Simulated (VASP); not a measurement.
Here is a VASP 6.6.1 calculation.

INCAR

```
PREC     = Accurate       # precision mode
ENCUT    = 520            # plane-wave cutoff, eV
EDIFF    = 1E-6           # SCF threshold, eV
ISMEAR   = -1             # smearing method
SIGMA    = 0.05           # smearing width, eV
LREAL    = F              # projectors in reciprocal space
LASPH    = T              # aspherical terms in the spheres
NELM     = 150            # most SCF steps
ALGO     = Normal         # electronic algorithm
ISIF     = 2              # what is computed and relaxed
LWAVE    = F              # write WAVECAR
LCHARG   = T              # write CHGCAR
ISPIN    = 2              # spin polarisation
MAGMOM   = 1              # initial moments
LORBIT   = 11             # projections on sites
LMAXMIX  = 4              # l up to which the mixer works
GGA      = PE             # functional
LELF     = T              # ELF
LVHAR    = T            
NBANDS   = 16             # bands
```

File KPOINTS:

```
Automatic mesh
0
Gamma
  18 18 18
```

Contents of POSCAR:

```
Y
1.0
   -1.9365558668      1.9365558668      1.9365558668
    1.9365558668     -1.9365558668      1.9365558668
    1.9365558668      1.9365558668     -1.9365558668
Y
1
Direct
    0.0000000000      0.0000000000      0.0000000000
```

Potentials or basis: VASP PAW PBE potentials, release 64 (Y_sv).

Command:

```sh
$ cat potpaw_PBE.64/Y_sv/POTCAR > POTCAR
$ mpirun -np 1 vasp_std > vasp.out
```

**Question.** What does it give for the net moment?

**Answer.** 0.00 μB per cell.

**Question.** What does it give for the pressure?

**Answer.** 5.8 GPa.

Caveat: the cell stands under pressure.
